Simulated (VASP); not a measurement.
Au2Cl3:

```xyz
5
Lattice="4.3640 0.0000 0.0000 -2.1820 3.7793 0.0000 0.0000 0.0000 6.7897" Properties=species:S:1:pos:R:3 pbc="T T T"
Au    0.0000    2.5196    1.6635
Au    2.1820    1.2598    5.1262
Cl    0.0000    0.0000    0.0000
Cl    0.0000    2.5196    4.3793
Cl    2.1820    1.2598    2.4103
```

| Property | Result |
| --- | --- |
| Program | VASP 6.6.1 |
| Task | relaxation of cell and atoms |
| Functional | PBE |
| Potentials or basis | VASP PAW PBE potentials, release 64 (Au_sv_GW, Cl) |
| Cutoff | 540 eV |
| k mesh | 6 × 6 × 4 |
| Occupations | gaussian, width 0.1 eV |
| Spin | no spin polarisation |

At the start: pressure 0.7 GPa; volume 22.40 Å³/atom.

Where does the relaxation end?

Over 19 steps the energy falls by 161.1 meV/atom and the volume is 23.59 Å³/atom (+5.3 %); space group P-3m1 (No. 164, to 0.1 Å) before and after.

The path:
```
step  energy change (eV)  largest force (eV/Å)  pressure (GPa)  volume (Å³)
   1              0.0000                1.0878            0.71       111.98
   2             -0.2633                0.7631           -0.42       113.51
   3             -0.5868                0.4340           -0.84       116.24
   4             -0.5725                0.6075            2.92       120.06
   5             -0.6690                0.4806            0.69       118.56
   6             -0.6718                0.4660            0.37       118.24
   7             -0.7106                0.3721           -0.74       120.23
   8             -0.7256                0.2616           -1.79       122.29
   9             -0.7433                0.2294           -1.63       121.69
  10             -0.7834                0.1294           -1.12       119.89
  11             -0.7928                0.1532            0.12       116.32
  12             -0.8015                0.1265           -0.45       117.84
  13             -0.8016                0.1277           -0.43       117.75
  14             -0.8036                0.0804           -0.10       117.23
  15             -0.8038                0.0525            0.10       116.93
  16             -0.8038                0.0547            0.08       116.96
  17             -0.8041                0.0519            0.06       117.06
  18             -0.8049                0.0417            0.02       117.35
  19             -0.8056                0.0377           -0.08       117.93
```

Final structure:
```
Au Cl
1.0
     4.09171    0.00000    0.00000
    -2.04585    3.54352    0.00000
     0.00000    0.00000    8.13395
Au Cl
2 3
Direct
  0.33333 0.66667 0.19636
  0.66667 0.33333 0.80364
  0.00000 0.00000 0.00000
  0.33333 0.66667 0.68137
  0.66667 0.33333 0.31863
```

Caveat: a cell axis changed by over 15 % at a fixed basis, so the end point is rough; an odd number of electrons without spin polarisation forces a metal; a magnetic or distorted state may lie lower.
